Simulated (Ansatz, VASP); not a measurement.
**One calculation of NaCl, two programs**

```xyz
2
Lattice="0.0000 2.8872 2.8872 2.8872 0.0000 2.8872 2.8872 2.8872 0.0000" Properties=species:S:1:pos:R:3 pbc="T T T"
Na    0.0000    0.0000    0.0000
Cl    2.8872    2.8872    2.8872
```

Alike in both runs: task relaxation of cell and atoms; functional PBE; k mesh 8 × 8 × 8; occupations gaussian, width 0.02 eV; no spin polarisation.

|  | VASP | Ansatz |
| --- | --- | --- |
| version | VASP 6.6.1 | Ansatz 0.2.0 |
| potentials or method | VASP PAW PBE potentials, release 64 (Na_pv, Cl), cutoff 500 eV | scalar-relativistic, plane waves, PAW |
| valence electrons in the cell | 14 | 16 |

Ansatz gave:

| Item | Value |
| --- | --- |
| gap on the k mesh at the Fermi level, each at its own relaxed structure (eV) | 5.00 |
| relaxed volume (Å³/atom) | 23.07 |
| relaxed cell length with the largest relative difference (Å) | 4.026 |

What did VASP give for the same quantities?

gap on the k mesh at the Fermi level, each at its own relaxed structure (eV): 5.00; relaxed volume (Å³/atom): 23.10; relaxed cell length with the largest relative difference (Å): 4.027.

VASP's potentials hold 14 valence electrons a cell and Ansatz's 16, so a difference there can come from the potentials and not from the codes.
